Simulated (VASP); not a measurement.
Input of a VASP 6.6.1 run:

INCAR

```
SYSTEM = PbO
PREC     = Accurate       ! precision mode
ENCUT    = 520            ! plane-wave cutoff, eV
EDIFF    = 1E-6           ! SCF threshold, eV
ISMEAR   = 0              ! smearing method
SIGMA    = 0.02           ! smearing width, eV
LREAL    = .FALSE.        ! projectors in reciprocal space
LASPH    = .TRUE.         ! aspherical terms in the spheres
NELM     = 80             ! most SCF steps
ALGO     = Normal         ! electronic algorithm
ISIF     = 2              ! what is computed and relaxed
LWAVE    = .FALSE.        ! write WAVECAR
LCHARG   = .FALSE.        ! write CHGCAR
GGA      = PE             ! functional
NBANDS   = 17             ! bands
```

KPOINTS

```
regular mesh
0
G
  12 12 12
  0 0 0
```

Contents of POSCAR:

```
PbO
1.0
    0.0000000000      2.8320848751      2.8320848751
    2.8320848751      0.0000000000      2.8320848751
    2.8320848751      2.8320848751      0.0000000000
Pb O
1 1
Direct
    0.0000000000      0.0000000000      0.0000000000
    0.2500000000      0.2500000000      0.2500000000
```

Potentials or basis: VASP PAW PBE potentials, release 64 (Pb_d, O).

Command:

```bash
$ cat potpaw_PBE.64/Pb_d/POTCAR potpaw_PBE.64/O/POTCAR > POTCAR
$ mpirun -np 1 vasp_std > vasp.out
```

Q: What does it give for the band gap on the k mesh?

A: 0.52 eV (least direct gap 0.70 eV).

Q: Estimate the pressure.

A: 0.0 GPa.

Caveat: spin-orbit coupling is left out, which moves the levels of the heavy elements. A k mesh can miss the band edges.
